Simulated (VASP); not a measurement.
Write the native input for VASP 6.6.1 that does the following.

| Property | Result |
| --- | --- |
| Task | single point |
| Functional | LDA |
| Potentials or basis | VASP PAW LDA potentials, release 64 (Ca_sv, O) |
| Cutoff | 520 eV |
| k mesh | 8 × 8 × 8 |
| Occupations | gaussian, width 0.02 eV |
| Spin | no spin polarisation |
| Dipole correction | no |
| Further INCAR settings | ALGO = Normal; EDIFF = 1e-07; NBANDS = 15 |

The structure of CaO lies in POSCAR:

```
CaO
1.0
    0.0000000000      2.3537023226      2.3537023226
    2.3537023226      0.0000000000      2.3537023226
    2.3537023226      2.3537023226      0.0000000000
Ca O
1 1
Direct
    0.0000000000      0.0000000000      0.0000000000
    0.5000000000      0.5000000000      0.5000000000
```

One way to write it, as run:

INCAR

```
SYSTEM = CaO
PREC = Accurate
ENCUT = 520
EDIFF = 1E-7
ISMEAR = 0
SIGMA = 0.02
LREAL = .False.
LASPH = .True.
NELM = 60
ALGO = Normal
ISIF = 2
LWAVE = .False.
LCHARG = .False.
GGA = CA
NBANDS = 15
```

KPOINTS

```
regular mesh
0
Gamma
  8 8 8
  0 0 0
```

Potentials or basis: VASP PAW LDA potentials, release 64 (Ca_sv, O).

Launch:

```bash
$ cat potpaw_LDA.64/Ca_sv/POTCAR potpaw_LDA.64/O/POTCAR > POTCAR
$ mpirun -np 1 vasp_std > vasp.out
```

It gave:

The pressure is 1.0 GPa and the band gap on the k mesh is 3.42 eV (least direct gap 3.78 eV).

Run time: 16 s on 1 thread of AMD EPYC 7R13 (shared host), peak memory 0.11 GiB.
